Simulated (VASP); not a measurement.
# In3As (Pm-3m) in VASP: notebook

In3As is run at these levels: PBEsol; tasks: single point, relaxation of cell and atoms.

Program: VASP 6.6.1. These are calculated values, not measurements. Logs are shortened: lines on timing, memory, paths and dates and some standing lists are left out, and cuts for length are marked.

## (1) The cell of the first run

It takes space group Pm-3m (No. 221, cubic). Conventional cell: a = 4.589 Å, b = 4.589 Å, c = 4.589 Å, α = 90.00°, β = 90.00°, γ = 90.00°. Within 4.3 Å of In (site symmetry 4/mmm) lie 8 In at 3.24 Å and 4 As at 3.24 Å. Within 4.3 Å of As (site symmetry m-3m) lie 12 In at 3.24 Å.

## (2) Single point, PBEsol

File INCAR:

```
SYSTEM = In3As
  PREC = Accurate
  ENCUT = 520
  EDIFF = 1E-6
  ISMEAR = -1
  SIGMA = 0.05
  LREAL = .False.
  LASPH = .True.
  NELM = 80
  ALGO = Normal
  ISIF = 2
  LWAVE = .False.
  LCHARG = .False.
  GGA = PS
  NBANDS = 30
```

File KPOINTS:

```
regular mesh
0
Gamma
  6 6 6
  0 0 0
```

File POSCAR:

```
In3As
1.0
    4.5885242230      0.0000000000      0.0000000000
    0.0000000000      4.5885242230      0.0000000000
    0.0000000000      0.0000000000      4.5885242230
In As
3 1
Direct
    0.5000000000      0.5000000000      0.0000000000
    0.5000000000      0.0000000000      0.5000000000
    0.0000000000      0.5000000000      0.5000000000
    0.0000000000      0.0000000000      0.0000000000
```

Potentials or basis: VASP PAW PBE potentials, release 64 (In_d, As).

On the command line:

```console
cat potpaw_PBE.64/In_d/POTCAR potpaw_PBE.64/As/POTCAR > POTCAR
mpirun -np 1 vasp_std > vasp.out
```

OUTCAR:

```text
SYSTEM = In3As
   PREC = Accurate
   ENCUT = 520
   EDIFF = 1E-6
   ISMEAR = -1
   LREAL = .False.
   LASPH = .True.
   NELM = 80
   ISIF = 2
   GGA = PS

 ion  position               nearest neighbor table
   1  0.500  0.500  0.000-   2 3.24   3 3.24   4 3.24   2 3.24   3 3.24   2 3.24   4 3.24   2 3.24
                             3 3.24   4 3.24   3 3.24   4 3.24
   2  0.500  0.000  0.500-   1 3.24   3 3.24   4 3.24   1 3.24   4 3.24   1 3.24   3 3.24   1 3.24
                             3 3.24   4 3.24   4 3.24   3 3.24
   3  0.000  0.500  0.500-   1 3.24   2 3.24   4 3.24   1 3.24   4 3.24   2 3.24   4 3.24   4 3.24
                             1 3.24   2 3.24   1 3.24   2 3.24
   4  0.000  0.000  0.000-   1 3.24   2 3.24   3 3.24   2 3.24   3 3.24   1 3.24   3 3.24   3 3.24
                             1 3.24   2 3.24   2 3.24   1 3.24

  LATTYP: Found a simple cubic cell.
 ALAT       =     4.5885242230

  Lattice vectors:

 A1 = (   4.5885242230,   0.0000000000,   0.0000000000)
 A2 = (   0.0000000000,   4.5885242230,   0.0000000000)
 A3 = (   0.0000000000,   0.0000000000,   4.5885242230)

Analysis of symmetry for initial positions (statically):
=====================================================================
 Subroutine PRICEL returns:
 Original cell was already a primitive cell.

 Routine SETGRP: Setting up the symmetry group for a
 simple cubic supercell.

 Subroutine GETGRP returns: Found 48 space group operations
 (whereof 48 operations were pure point group operations)
 out of a pool of 48 trial point group operations.

The static configuration has the point symmetry O_h .

Analysis of symmetry for dynamics (positions and initial velocities):
=====================================================================
 Subroutine PRICEL returns:
 Original cell was already a primitive cell.

 Routine SETGRP: Setting up the symmetry group for a
 simple cubic supercell.

 Subroutine GETGRP returns: Found 48 space group operations
 (whereof 48 operations were pure point group operations)
 out of a pool of 48 trial point group operations.

The dynamic configuration has the point symmetry O_h .

 Subroutine INISYM returns: Found 48 space group operations
 (whereof 48 operations are pure point group operations),
 and found     1 'primitive' translations

----------------------------------------------------------------------------------------

                                     Primitive cell

  volume of cell :      96.6093

  direct lattice vectors                    reciprocal lattice vectors
     4.588524223  0.000000000  0.000000000     0.217934994  0.000000000  0.000000000
     0.000000000  4.588524223  0.000000000     0.000000000  0.217934994  0.000000000
     0.000000000  0.000000000  4.588524223     0.000000000  0.000000000  0.217934994

  length of vectors
     4.588524223  4.588524223  4.588524223     0.217934994  0.217934994  0.217934994

  position of ions in fractional coordinates (direct lattice)
     0.500000000  0.500000000  0.000000000
     0.500000000  0.000000000  0.500000000
     0.000000000  0.500000000  0.500000000
     0.000000000  0.000000000  0.000000000

  ion indices of the primitive-cell ions
   primitive index   ion index
                 1           1
                 2           2
                 3           3
                 4           4

----------------------------------------------------------------------------------------

 KPOINTS: regular mesh

Automatic generation of k-mesh.
 Grid dimensions read from file:
 generate k-points for:    6    6    6

 Generating k-lattice:

  Cartesian coordinates                     Fractional coordinates (reciprocal lattice)
     0.036322499  0.000000000  0.000000000     0.166666667  0.000000000  0.000000000
     0.000000000  0.036322499  0.000000000     0.000000000  0.166666667  0.000000000
     0.000000000  0.000000000  0.036322499     0.000000000  0.000000000  0.166666667

  Length of vectors
     0.036322499  0.036322499  0.036322499

  Shift w.r.t. Gamma in fractional coordinates (k-lattice)
     0.000000000  0.000000000  0.000000000

 Subroutine IBZKPT returns following result:
 ===========================================

 Found     20 irreducible k-points:

 Following reciprocal coordinates:
            Coordinates               Weight
  0.000000  0.000000  0.000000      1.000000
  0.166667  0.000000  0.000000      6.000000
  0.333333  0.000000  0.000000      6.000000
  0.500000  0.000000  0.000000      3.000000
  0.166667  0.166667  0.000000     12.000000
  0.333333  0.166667  0.000000     24.000000
[... 12 lines left out ...]
  0.500000  0.500000  0.333333      6.000000
  0.500000  0.500000  0.500000      1.000000
   k-points           NKPTS =     20   k-points in BZ     NKDIM =     20   number of bands    NBANDS=     30
   number of dos      NEDOS =    301   number of ions     NIONS =      4
   total plane-waves  NPLWV =  46656
   dimension x,y,z NGX =    36 NGY =   36 NGZ =   36
   dimension x,y,z NGXF=    72 NGYF=   72 NGZF=   72
   ions per type =               3   1
   NGX,Y,Z   is equivalent  to a cutoff of  13.04, 13.04, 13.04 a.u.
   NGXF,Y,Z  is equivalent  to a cutoff of  26.09, 26.09, 26.09 a.u.
 SYSTEM =  In3As
   PREC   = accura    normal or accurate (medium, high low for compatibility)
   ISTART =      0    job   : 0-new  1-cont  2-samecut
   ICHARG =      2    charge: 1-file 2-atom 10-const
   ISPIN  =      1    spin polarized calculation?
   LNONCOLLINEAR =      F non collinear calculations
   LSORBIT =      F    spin-orbit coupling
   LASPH  =      T    aspherical Exc in radial PAW
   ENCUT  =  520.0 eV  38.22 Ry    6.18 a.u.   8.53  8.53  8.53*2*pi/ulx,y,z
   NELM   =     80;   NELMIN=  2; NELMDL= -5     # of ELM steps
   EDIFF  = 0.1E-05   stopping-criterion for ELM
   LREAL  =      F    real-space projection
   EDIFFG = 0.1E-04   stopping-criterion for IOM
   NSW    =      0    number of steps for IOM
   IBRION =     -1    ionic relax: 0-MD 1-quasi-New 2-CG
   NFREE  =      0    steps in history (QN), initial steepest desc. (CG)
   ISIF   =      2    stress and relaxation
   ISYM   =      2    0-nonsym 1-usesym 2-fastsym
   POTIM  = 0.5000    time-step for ionic-motion
   TEBEG  =    0.0;   TEEND  =   0.0 temperature during run
   PSTRESS=    0.0 pullay stress
   NELECT =      44.0000    total number of electrons
   NUPDOWN=      -1.0000    fix difference up-down
   EMIN   =  10.00;   EMAX   =-10.00  energy-range for DOS
   EFERMI =   0.00;   METHOD = LEGACY
   ISMEAR =    -1;   SIGMA  =   0.05  broadening in eV -4-tet -1-fermi 0-gaus
   EFERMI_NEDOS =   21; number of points for ismear=-14 and -15
   IALGO  =     38    algorithm
   IMIX   =      4    mixing-type and parameters
     AMIX     =   0.40;   BMIX     =  1.00
     AMIX_MAG =   1.60;   BMIX_MAG =  1.00
  volume/ion in A,a.u.               =      24.15       162.99
  Fermi-wavevector in a.u.,A,eV,Ry     =   1.259561  2.380226 21.585576  1.586495
  Thomas-Fermi vector in A             =   2.393115
   LORBIT       =      0    0 simple, 1 ext, 2 COOP (PROOUT), +10 PAW based schemes
   GGA     = PS    functional components
   LHFCALC =     F    Hartree Fock is set to
   AEXX    =    0.0000 exact exchange contribution
   IVDW    =     0    specifies the selected vdW correction
   LEPSILON=     F    determine dielectric tensor
   LRPA    =     F    only Hartree local field effects (RPA)
 non-spin polarized calculation
  energy-cutoff  :      520.00
  volume of cell :       96.61
 maximum number of plane-waves:      2629
 NGX is ok and might be reduce to    36
   NGX = 17   NGY = 17   NGZ = 17

 number of electron      43.9999975 magnetization

 Free energy of the ion-electron system (eV)
  ---------------------------------------------------
  ext. energy  EPLUGINS =         0.00000000
  ---------------------------------------------------
  free energy    TOTEN  =       -13.75721880 eV

  energy without entropy =      -13.74035005  energy(sigma->0) =      -13.74878442

 E-fermi :   7.0533     XC(G=0): -10.5412

 val. band max:        6.9853599519   @ k =   0.1667   0.1667   0.1667
 cond. band min:       7.0691769321   @ k =   0.5000   0.0000   0.0000
 fundamental gap:      0.0838169803
 Fermi energy:         7.0532893975

 k-point     1 :       0.0000    0.0000    0.0000
  band No.  band energies     occupation
      1      -7.6098      2.00000
      2      -7.5835      2.00000
      3      -7.5835      2.00000
      4      -7.5835      2.00000
      5      -7.3890      2.00000
      6      -7.3890      2.00000
[... 22 lines left out ...]
     29      13.2388      0.00000
     30      14.4720      0.00000

 k-point     2 :       0.1667    0.0000    0.0000
  band No.  band energies     occupation
      1      -7.5777      2.00000
      2      -7.5771      2.00000
      3      -7.5486      2.00000
      4      -7.5486      2.00000
      5      -7.3841      2.00000
      6      -7.3645      2.00000
[... 22 lines left out ...]
     29      13.9614      0.00000
     30      14.5910      0.00000

 k-point     3 :       0.3333    0.0000    0.0000
  band No.  band energies     occupation
      1      -7.5636      2.00000
      2      -7.4982      2.00000
      3      -7.4514      2.00000
      4      -7.4514      2.00000
      5      -7.3715      2.00000
      6      -7.3029      2.00000
[... 22 lines left out ...]
     29      14.5217      0.00000
     30      14.5260      0.00000

 k-point     4 :       0.5000    0.0000    0.0000
  band No.  band energies     occupation
      1      -7.5564      2.00000
      2      -7.4427      2.00000
      3      -7.3541      2.00000
      4      -7.3401      2.00000
      5      -7.3401      2.00000
      6      -7.2809      2.00000
[... 22 lines left out ...]
     29      12.6935      0.00000
     30      13.6202      0.00000

 k-point     5 :       0.1667    0.1667    0.0000
  band No.  band energies     occupation
      1      -7.5558      2.00000
      2      -7.5544      2.00000
      3      -7.5305      2.00000
      4      -7.5153      2.00000
      5      -7.3699      2.00000
      6      -7.3477      2.00000
[... 22 lines left out ...]
     29      14.1975      0.00000
     30      14.5617      0.00000
[... 394 lines left out ...]
     29      14.6440      0.00000
     30      15.8056      0.00000

 k-point    18 :       0.5000    0.3333    0.3333
  band No.  band energies     occupation
      1      -7.4797      2.00000
      2      -7.4727      2.00000
      3      -7.4264      2.00000
      4      -7.4111      2.00000
      5      -7.3961      2.00000
      6      -7.3825      2.00000
[... 22 lines left out ...]
     29      14.8668      0.00000
     30      15.0214      0.00000

 k-point    19 :       0.5000    0.5000    0.3333
  band No.  band energies     occupation
      1      -7.5045      2.00000
      2      -7.4513      2.00000
      3      -7.4513      2.00000
      4      -7.4513      2.00000
      5      -7.3850      2.00000
      6      -7.3850      2.00000
[... 22 lines left out ...]
     29      15.1118      0.00000
     30      16.0471      0.00000

 k-point    20 :       0.5000    0.5000    0.5000
  band No.  band energies     occupation
      1      -7.5370      2.00000
      2      -7.4683      2.00000
      3      -7.4683      2.00000
      4      -7.4683      2.00000
      5      -7.3922      2.00000
      6      -7.3922      2.00000
[... 22 lines left out ...]
     29      16.5825      0.00000
     30      16.5827      0.00000

------------------------ aborting loop because EDIFF is reached ----------------------------------------

  FORCE on cell =-STRESS in cart. coord.  units (eV):
  Direction    XX          YY          ZZ          XY          YZ          ZX
  --------------------------------------------------------------------------------------
  -------------------------------------------------------------------------------------
  Total       -0.0273702     -0.0273702     -0.0273702      0.0000000     -0.0000000     -0.0000000
  in kB       -0.4539102     -0.4539102     -0.4539102      0.0000000     -0.0000000     -0.0000000
  external PRESSURE =      -0.4539102 kB  Pullay stress =       0.0000000 kB

 VOLUME and BASIS-vectors are now :
 -----------------------------------------------------------------------------
  energy-cutoff  :      520.00
  volume of cell :       96.61
      direct lattice vectors                 reciprocal lattice vectors
     4.588524223  0.000000000  0.000000000     0.217934994  0.000000000  0.000000000
     0.000000000  4.588524223  0.000000000     0.000000000  0.217934994  0.000000000
     0.000000000  0.000000000  4.588524223     0.000000000  0.000000000  0.217934994

 POSITION                                       TOTAL-FORCE (eV/Angst)
 -----------------------------------------------------------------------------------
      2.29426      2.29426      0.00000         0.000000      0.000000      0.000000
      2.29426      0.00000      2.29426         0.000000      0.000000      0.000000
      0.00000      2.29426      2.29426         0.000000      0.000000      0.000000
      0.00000      0.00000      0.00000         0.000000      0.000000      0.000000
 -----------------------------------------------------------------------------------
    total drift:                                0.000000      0.000000      0.000000

  FREE ENERGIE OF THE ION-ELECTRON SYSTEM (eV)
  ---------------------------------------------------
  free  energy   TOTEN  =       -13.7572187970 eV

  energy  without entropy=      -13.7403500522  energy(sigma->0) =      -13.74878442
```

Run time: 45 s. Hardware: 1 thread of Intel Xeon Platinum 8488C (Sapphire Rapids), shared host; peak memory 0.22 GiB.

Results:

```
Free energy            : -13.7572 eV
Pressure               : 0.0 GPa
Band gap on the k mesh : zero (band 22 reaches 7.66 eV, above the bottom of band 23 at 3.47 eV)
```

Caveat: the PAW data sets were made with another functional, which shifts forces and pressure a little; spin-orbit coupling is left out, which moves the levels of the heavy elements.

## (3) Relaxation of cell and atoms, PBEsol

This run uses another cell than the first one, of 25.49 Å³/atom, 1.055 times its volume.

File INCAR:

```
SYSTEM = In3As
ALGO = Normal ; EDIFF = 1E-6
EDIFFG = -0.01 ; ENCUT = 600
GGA = PS ; IBRION = 2
ISIF = 3 ; ISMEAR = -1
LASPH = .TRUE. ; LCHARG = .FALSE.
LREAL = .FALSE. ; LWAVE = .FALSE.
NELM = 60 ; NSW = 60
PREC = Accurate ; SIGMA = 0.05
```

File KPOINTS:

```
k-points
0
G
  6 6 6
  0 0 0
```

File POSCAR:

```
In3As
1.0
    4.6716810000      0.0000000000      0.0000000000
    0.0000000000      4.6716810000      0.0000000000
    0.0000000000      0.0000000000      4.6716810000
In As
3 1
Direct
    0.5000000000      0.5000000000      0.0000000000
    0.5000000000      0.0000000000      0.5000000000
    0.0000000000      0.5000000000      0.5000000000
    0.0000000000      0.0000000000      0.0000000000
```

Potentials or basis: VASP PAW PBE potentials, release 64 (In_d, As).

On the command line:

```console
cat potpaw_PBE.64/In_d/POTCAR potpaw_PBE.64/As/POTCAR > POTCAR
mpirun -np 1 vasp_std > vasp.out
```

Run time: 2 min. Hardware: 1 thread of Intel Xeon Platinum 8488C (Sapphire Rapids), shared host; peak memory 0.27 GiB.

It converged, with:

* Free energy: -13.7586 eV
* Relaxed volume: 24.17 Å³/atom
* Relaxed cell: a = 4.590 Å, b = 4.590 Å, c = 4.590 Å, α = 90.00°, β = 90.00°, γ = 90.00°
* Space group after relaxing (to 0.05 Å): Pm-3m (No. 221)
* Energy gained by relaxing: 10.3 meV/atom
* Ionic steps: 3
* Pressure after relaxing: 0.0 GPa
* Band gap on the k mesh: zero (band 22 reaches 7.65 eV, above the bottom of band 23 at 3.46 eV)

The path:
| step | energy change (eV) | largest force (eV/Å) | pressure (GPa) | volume (Å³) |
| --- | --- | --- | --- | --- |
| 1 | 0.0000 | 0.0000 | -2.35 | 101.96 |
| 2 | -0.0410 | 0.0000 | 0.08 | 96.54 |
| 3 | -0.0410 | 0.0000 | 0.00 | 96.68 |

Final structure:
```xyz
4
Lattice="4.5896 0.0000 0.0000 0.0000 4.5896 0.0000 0.0000 0.0000 4.5896" Properties=species:S:1:pos:R:3 pbc="T T T"
In    2.2948    2.2948    0.0000
In    2.2948    0.0000    2.2948
In    0.0000    2.2948    2.2948
As    0.0000    0.0000    0.0000
```

Levels at points of the mesh, in eV from the Fermi level:
```tsv
k point	band 19	band 20	band 21	band 22	band 23	band 24	band 25	band 26
(0.00, 0.00, 0.00)	-3.06	-3.06	-1.80	-1.80	2.16	2.16	2.16	4.69
(0.50, 0.00, 0.00)	-1.68	-1.68	-1.02	-0.11	-0.11	0.02	1.40	4.89
(0.50, 0.50, 0.00)	-6.03	-0.80	-0.42	0.57	0.57	1.89	1.94	1.94
(0.50, 0.50, 0.50)	-4.25	-4.22	-4.22	-4.22	-3.58	4.97	4.97	4.97
```

Caveat: the PAW data sets were made with another functional, which shifts forces and pressure a little; spin-orbit coupling is left out, which moves the levels of the heavy elements.
